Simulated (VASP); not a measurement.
# LiH (Fm-3m) in VASP: further runs

Runs on LiH. Level: PBE. Tasks: single point.

All numbers are computed with VASP 6.6.1; they aren't measurements. Logs are shortened: lines on timing, memory, paths and dates and some standing lists are left out, and cuts for length are marked.

**1. The cell of the first run**

It takes space group Fm-3m (No. 225, cubic). Conventional cell: a = 3.966 Å, b = 3.966 Å, c = 3.966 Å, α = 90.00°, β = 90.00°, γ = 90.00°. Within 2.6 Å of Li (site symmetry m-3m) lie 6 H at 1.98 Å. Within 2.6 Å of H (site symmetry m-3m) lie 6 Li at 1.98 Å.

**2. Single point, PBE (volume scaled by 0.97)**

Input file INCAR:

```
SYSTEM = LiH
  ALGO = Normal
  EDIFF = 1E-6
  ENCUT = 520
  GGA = PE
  ISIF = 2
  ISMEAR = 0
  LASPH = .TRUE.
  LCHARG = .TRUE.
  LELF = .TRUE.
  LREAL = .FALSE.
  LVHAR = .TRUE.
  LWAVE = .FALSE.
  NBANDS = 9
  NELM = 60
  PREC = Accurate
  SIGMA = 0.02
```

Input file KPOINTS:

```
k-points
0
G
  10 10 10
  0 0 0
```

Input file POSCAR:

```
LiH
1.0
    0.0000000000      1.9831609672      1.9831609672
    1.9831609672      0.0000000000      1.9831609672
    1.9831609672      1.9831609672      0.0000000000
Li H
1 1
Direct
    0.0000000000      0.0000000000      0.0000000000
    0.5000000000      0.5000000000      0.5000000000
```

Potentials or basis: VASP PAW PBE potentials, release 64 (Li_sv, H).

Launch:

```bash
cat potpaw_PBE.64/Li_sv/POTCAR potpaw_PBE.64/H/POTCAR > POTCAR
mpirun -np 1 vasp_std > vasp.out
```

OUTCAR:

```text
SYSTEM = LiH
   EDIFF = 1E-6
   ENCUT = 520
   GGA = PE
   ISIF = 2
   ISMEAR = 0
   LASPH = .TRUE.
   LREAL = .FALSE.
   NELM = 60
   PREC = Accurate

 ion  position               nearest neighbor table
   1  0.000  0.000  0.000-
   2  0.500  0.500  0.500-

  LATTYP: Found a face centered cubic cell.
 ALAT       =     3.9663219344

  Lattice vectors:

 A1 = (   0.0000000000,   1.9831609672,   1.9831609672)
 A2 = (   1.9831609672,   0.0000000000,   1.9831609672)
 A3 = (   1.9831609672,   1.9831609672,   0.0000000000)

Analysis of symmetry for initial positions (statically):
=====================================================================
 Subroutine PRICEL returns:
 Original cell was already a primitive cell.

 Routine SETGRP: Setting up the symmetry group for a
 face centered cubic supercell.

 Subroutine GETGRP returns: Found 48 space group operations
 (whereof 48 operations were pure point group operations)
 out of a pool of 48 trial point group operations.

The static configuration has the point symmetry O_h .

Analysis of symmetry for dynamics (positions and initial velocities):
=====================================================================
 Subroutine PRICEL returns:
 Original cell was already a primitive cell.

 Routine SETGRP: Setting up the symmetry group for a
 face centered cubic supercell.

 Subroutine GETGRP returns: Found 48 space group operations
 (whereof 48 operations were pure point group operations)
 out of a pool of 48 trial point group operations.

The dynamic configuration has the point symmetry O_h .

 Subroutine INISYM returns: Found 48 space group operations
 (whereof 48 operations are pure point group operations),
 and found     1 'primitive' translations

----------------------------------------------------------------------------------------

                                     Primitive cell

  volume of cell :      15.5993

  direct lattice vectors                    reciprocal lattice vectors
     0.000000000  1.983160967  1.983160967    -0.252122752  0.252122752  0.252122752
     1.983160967  0.000000000  1.983160967     0.252122752 -0.252122752  0.252122752
     1.983160967  1.983160967  0.000000000     0.252122752  0.252122752 -0.252122752

  length of vectors
     2.804613136  2.804613136  2.804613136     0.436689416  0.436689416  0.436689416

  position of ions in fractional coordinates (direct lattice)
     0.000000000  0.000000000  0.000000000
     0.500000000  0.500000000  0.500000000

  ion indices of the primitive-cell ions
[... 76 lines left out ...]
   LREAL  =      F    real-space projection
   EDIFFG = 0.1E-04   stopping-criterion for IOM
   NSW    =      0    number of steps for IOM
   IBRION =     -1    ionic relax: 0-MD 1-quasi-New 2-CG
   NFREE  =      0    steps in history (QN), initial steepest desc. (CG)
   ISIF   =      2    stress and relaxation
   ISYM   =      2    0-nonsym 1-usesym 2-fastsym
   POTIM  = 0.5000    time-step for ionic-motion
   TEBEG  =    0.0;   TEEND  =   0.0 temperature during run
   PSTRESS=    0.0 pullay stress
   NELECT =       4.0000    total number of electrons
   NUPDOWN=      -1.0000    fix difference up-down
   EMIN   =  10.00;   EMAX   =-10.00  energy-range for DOS
   EFERMI =   0.00;   METHOD = LEGACY
   ISMEAR =     0;   SIGMA  =   0.02  broadening in eV -4-tet -1-fermi 0-gaus
   EFERMI_NEDOS =   21; number of points for ismear=-14 and -15
   IALGO  =     38    algorithm
   IMIX   =      4    mixing-type and parameters
     AMIX     =   0.40;   BMIX     =  1.00
     AMIX_MAG =   1.60;   BMIX_MAG =  1.00
  volume/ion in A,a.u.               =       7.80        52.63
  Fermi-wavevector in a.u.,A,eV,Ry     =   1.040064  1.965437 14.717882  1.081734
  Thomas-Fermi vector in A             =   2.174623
   LORBIT       =      0    0 simple, 1 ext, 2 COOP (PROOUT), +10 PAW based schemes
   GGA     = PE    functional components
   LHFCALC =     F    Hartree Fock is set to
   AEXX    =    0.0000 exact exchange contribution
   IVDW    =     0    specifies the selected vdW correction
   LEPSILON=     F    determine dielectric tensor
   LRPA    =     F    only Hartree local field effects (RPA)
 non-spin polarized calculation
 Gauss-broadening in eV      SIGMA  =   0.02
  energy-cutoff  :      520.00
  volume of cell :       15.60
 maximum number of plane-waves:       444
 NGX is ok and might be reduce to    24
   NGX = 11   NGY = 11   NGZ = 11

 number of electron       3.9999998 magnetization

 Free energy of the ion-electron system (eV)
  ---------------------------------------------------
  ext. energy  EPLUGINS =         0.00000000
  ---------------------------------------------------
  free energy    TOTEN  =        -6.12531785 eV

  energy without entropy =       -6.12531785  energy(sigma->0) =       -6.12531785

 E-fermi :   0.5623     XC(G=0):  -8.6143

 val. band max:        0.2421101708   @ k =   0.5000   0.5000   0.0000
 cond. band min:       3.1972507494   @ k =   0.5000   0.5000   0.0000
 fundamental gap:      2.9551405786
 Fermi energy:         0.5622730559

 k-point     1 :       0.0000    0.0000    0.0000
  band No.  band energies     occupation
      1     -44.0207      2.00000
      2      -5.3125      2.00000
      3      16.7486      0.00000
      4      18.4605      0.00000
      5      18.4605      0.00000
      6      18.4605      0.00000
      7      23.2350      0.00000
      8      23.2350      0.00000
      9      23.2350      0.00000
[... 265 lines left out ...]
 k-point    24 :       0.4000    0.3000    0.0000
  band No.  band energies     occupation
      1     -43.9659      2.00000
      2      -2.1462      2.00000
      3       7.0241      0.00000
      4      10.8678      0.00000
      5      12.2214      0.00000
      6      16.7554      0.00000
      7      18.1951      0.00000
      8      30.4158      0.00000
      9      30.8538      0.00000

 [... further k-points ...]
[... 5 lines left out ...]
  --------------------------------------------------------------------------------------
  -------------------------------------------------------------------------------------
  Total        0.0878573      0.0878573      0.0878573      0.0000000      0.0000000      0.0000000
  in kB        9.0236931      9.0236931      9.0236931      0.0000000      0.0000000      0.0000000
  external PRESSURE =       9.0236931 kB  Pullay stress =       0.0000000 kB

 VOLUME and BASIS-vectors are now :
 -----------------------------------------------------------------------------
  energy-cutoff  :      520.00
  volume of cell :       15.60
      direct lattice vectors                 reciprocal lattice vectors
     0.000000000  1.983160967  1.983160967    -0.252122752  0.252122752  0.252122752
     1.983160967  0.000000000  1.983160967     0.252122752 -0.252122752  0.252122752
     1.983160967  1.983160967  0.000000000     0.252122752  0.252122752 -0.252122752

 POSITION                                       TOTAL-FORCE (eV/Angst)
 -----------------------------------------------------------------------------------
      0.00000      0.00000      0.00000        -0.000000      0.000000     -0.000000
      1.98316      1.98316      1.98316         0.000000     -0.000000      0.000000
 -----------------------------------------------------------------------------------
    total drift:                                0.000000     -0.000000     -0.000000

  FREE ENERGIE OF THE ION-ELECTRON SYSTEM (eV)
  ---------------------------------------------------
  free  energy   TOTEN  =        -6.1253178476 eV

  energy  without entropy=       -6.1253178476  energy(sigma->0) =       -6.12531785
```

OSZICAR:

```text
N       E                     dE             d eps       ncg     rms          rms(c)
DAV:   1    -0.183962953247E+01   -0.18396E+01   -0.14360E+03   862   0.401E+02
DAV:   2    -0.631397140259E+01   -0.44743E+01   -0.44608E+01  1207   0.554E+01
DAV:   3    -0.636952377799E+01   -0.55552E-01   -0.55541E-01  1050   0.504E+00
DAV:   4    -0.636978971356E+01   -0.26594E-03   -0.26592E-03  1209   0.314E-01
DAV:   5    -0.636979140305E+01   -0.16895E-05   -0.16895E-05  1034   0.158E-02    0.289E+00
DAV:   6    -0.618604532078E+01    0.18375E+00   -0.14620E-01   937   0.120E+00    0.146E+00
DAV:   7    -0.612364689935E+01    0.62398E-01   -0.19261E-01   985   0.155E+00    0.221E-01
DAV:   8    -0.612539429264E+01   -0.17474E-02   -0.42689E-03   996   0.428E-01    0.445E-02
DAV:   9    -0.612532451752E+01    0.69775E-04   -0.16082E-04  1068   0.505E-02    0.627E-03
DAV:  10    -0.612531854386E+01    0.59737E-05   -0.63980E-06   972   0.183E-02    0.236E-03
DAV:  11    -0.612531784756E+01    0.69630E-06   -0.18242E-07   631   0.194E-03
   1 F= -.61253178E+01 E0= -.61253178E+01  d E =-.172574-115
```

stdout:

```text
POSCAR found type information on POSCAR LiH
 POSCAR found :  2 types and       2 ions
 scaLAPACK will be used
 LDA part: xc-table for (Slater+PW92), standard interpolation
 POSCAR, INCAR and KPOINTS ok, starting setup
 FFT: planning ... GRIDC
 FFT: planning ... GRID_SOFT
 FFT: planning ... GRID
 WAVECAR not read
 entering main loop
```

It took 3.5 s on 1 thread of Intel Xeon 6975P-C (Granite Rapids), shared host; peak memory 0.13 GiB.

What came out:

```
Free energy            : -6.1253 eV
Band gap on the k mesh : 2.96 eV, direct
```

Caveat: the cutoff is under 1.25 times the usual one of these potentials, so pressure, stress and relaxed cells hold a basis-set (Pulay) error. A k mesh can miss the band edges.

**3. Single point, PBE (volume scaled by 0.94)**

Input file INCAR:

```
PREC = Accurate
ENCUT = 520
EDIFF = 1E-6
ISMEAR = 0
SIGMA = 0.02
LREAL = F
LASPH = T
NELM = 100
ALGO = Normal
ISIF = 2
LWAVE = F
LCHARG = F
GGA = PE
NBANDS = 9
```

Input file KPOINTS:

```
regular mesh
0
Gamma
  10 10 10
```

Input file POSCAR:

```
LiH
1.0
    0.0000000000      1.9625015380      1.9625015380
    1.9625015380      0.0000000000      1.9625015380
    1.9625015380      1.9625015380      0.0000000000
Li H
1 1
Direct
    0.0000000000      0.0000000000      0.0000000000
    0.5000000000      0.5000000000      0.5000000000
```

Potentials or basis: VASP PAW PBE potentials, release 64 (Li_sv, H).

Launch:

```bash
cat potpaw_PBE.64/Li_sv/POTCAR potpaw_PBE.64/H/POTCAR > POTCAR
mpirun -np 1 vasp_std > vasp.out
```

Wall time 3.2 s (1 thread of Intel Xeon 6975P-C (Granite Rapids), shared host); peak memory 0.12 GiB.

It converged, with:

- Free energy: -6.1199 eV
- Band gap on the k mesh: 2.93 eV, direct

Levels at points of the mesh, in eV from the valence-band top:
```
           k point  band 1  band 2  band 3  band 4  band 5  band 6
(0.00, 0.00, 0.00)  -44.24   -5.68   16.92   18.55   18.55   18.55
(0.50, 0.00, 0.00)  -44.18   -2.82    5.08   14.22   17.09   17.09
(0.50, 0.50, 0.00)  -44.16    0.00    2.93   11.13   11.13   14.37
```

Caveat: the cutoff is under 1.25 times the usual one of these potentials, so pressure, stress and relaxed cells hold a basis-set (Pulay) error.

**4. Single point, PBE (volume scaled by 0.91)**

Input file INCAR:

```
PREC     = Accurate       # precision mode
ENCUT    = 520            # plane-wave cutoff, eV
EDIFF    = 1E-6           # SCF threshold, eV
ISMEAR   = 0              # smearing method
SIGMA    = 0.02           # smearing width, eV
LREAL    = F              # projectors in reciprocal space
LASPH    = T              # aspherical terms in the spheres
NELM     = 100            # most SCF steps
ALGO     = Normal         # electronic algorithm
ISIF     = 2              # what is computed and relaxed
LWAVE    = F              # write WAVECAR
LCHARG   = F              # write CHGCAR
GGA      = PE             # functional
NBANDS   = 9              # bands
```

Input file KPOINTS:

```
Automatic mesh
0
Gamma
  10 10 10
```

Input file POSCAR:

```
LiH
1.0
    0.0000000000      1.9413977354      1.9413977354
    1.9413977354      0.0000000000      1.9413977354
    1.9413977354      1.9413977354      0.0000000000
Li H
1 1
Direct
    0.0000000000      0.0000000000      0.0000000000
    0.5000000000      0.5000000000      0.5000000000
```

Launch:

```bash
cat potpaw_PBE.64/Li_sv/POTCAR potpaw_PBE.64/H/POTCAR > POTCAR
mpirun -np 1 vasp_std > vasp.out
```

Wall time 2.9 s (1 thread of Intel Xeon 6975P-C (Granite Rapids), shared host); peak memory 0.11 GiB.

It converged, with:

| Property | Result |
| --- | --- |
| Free energy | -6.1101 eV |
| Band gap on the k mesh | 2.90 eV, direct |

Levels at points of the mesh, in eV from the valence-band top:
| k point | band 1 | band 2 | band 3 | band 4 | band 5 | band 6 |
| --- | --- | --- | --- | --- | --- | --- |
| (0.00, 0.00, 0.00) | -44.22 | -5.80 | 17.36 | 18.89 | 18.89 | 18.89 |
| (0.50, 0.00, 0.00) | -44.15 | -2.92 | 5.16 | 14.51 | 17.40 | 17.40 |
| (0.50, 0.50, 0.00) | -44.13 | 0.00 | 2.90 | 11.29 | 11.29 | 14.58 |

Caveat: the cutoff is under 1.25 times the usual one of these potentials, so pressure, stress and relaxed cells hold a basis-set (Pulay) error. A k mesh can miss the band edges.

**5. Single point, PBE (volume scaled by 0.88)**

Input file INCAR:

```
SYSTEM = LiH
PREC     = Accurate       ! precision mode
ENCUT    = 520            ! plane-wave cutoff, eV
EDIFF    = 1E-6           ! SCF threshold, eV
ISMEAR   = 0              ! smearing method
SIGMA    = 0.02           ! smearing width, eV
LREAL    = .False.        ! projectors in reciprocal space
LASPH    = .True.         ! aspherical terms in the spheres
NELM     = 100            ! most SCF steps
ALGO     = Normal         ! electronic algorithm
ISIF     = 2              ! what is computed and relaxed
LWAVE    = .False.        ! write WAVECAR
LCHARG   = .False.        ! write CHGCAR
GGA      = PE             ! functional
NBANDS   = 9              ! bands
```

Input file KPOINTS:

```
regular mesh
0
Gamma
  10 10 10
  0 0 0
```

Input file POSCAR:

```
LiH
1.0
    0.0000000000      1.9198248638      1.9198248638
    1.9198248638      0.0000000000      1.9198248638
    1.9198248638      1.9198248638      0.0000000000
Li H
1 1
Direct
    0.0000000000      0.0000000000      0.0000000000
    0.5000000000      0.5000000000      0.5000000000
```

Launch:

```bash
cat potpaw_PBE.64/Li_sv/POTCAR potpaw_PBE.64/H/POTCAR > POTCAR
mpirun -np 1 vasp_std > vasp.out
```

Run time: 2.9 s. Hardware: 1 thread of Intel Xeon 6975P-C (Granite Rapids), shared host; peak memory 0.12 GiB.

It converged, with:

```yaml
Free_energy: -6.0954 eV
Band_gap_on_the_k_mesh: 2.87 eV, direct
```

Levels at points of the mesh, in eV from the valence-band top:
```
           k point  band 1  band 2  band 3  band 4  band 5  band 6  band 7
(0.00, 0.00, 0.00)  -44.20   -5.93   17.84   19.26   19.26   19.26   24.22
(0.50, 0.00, 0.00)  -44.13   -3.02    5.25   14.82   17.72   17.72   20.41
(0.50, 0.50, 0.00)  -44.11    0.00    2.87   11.46   11.46   14.79   19.19
```

Caveat: the cutoff is under 1.25 times the usual one of these potentials, so pressure, stress and relaxed cells hold a basis-set (Pulay) error. A k mesh can miss the band edges.

**6. Summary**

```tsv
cell	gap on the mesh (eV)
a = 2.805 Å, angles 60.0°, 2 atoms	2.96
a = 2.775 Å, angles 60.0°, 2 atoms	2.93
a = 2.746 Å, angles 60.0°, 2 atoms	2.90
a = 2.715 Å, angles 60.0°, 2 atoms	2.87
```

Alike in all rows: task single point; level PBE; potentials or basis VASP PAW PBE potentials, release 64 (Li_sv, H); no spin polarisation; k mesh 10 × 10 × 10; cutoff (eV) 520; smearing gaussian 0.02 eV.

Caveats: the cutoff is under 1.25 times the usual one of these potentials, so pressure, stress and relaxed cells hold a basis-set (Pulay) error.

Total energies depend on the potentials used, so only differences within one code and one set of settings carry meaning.
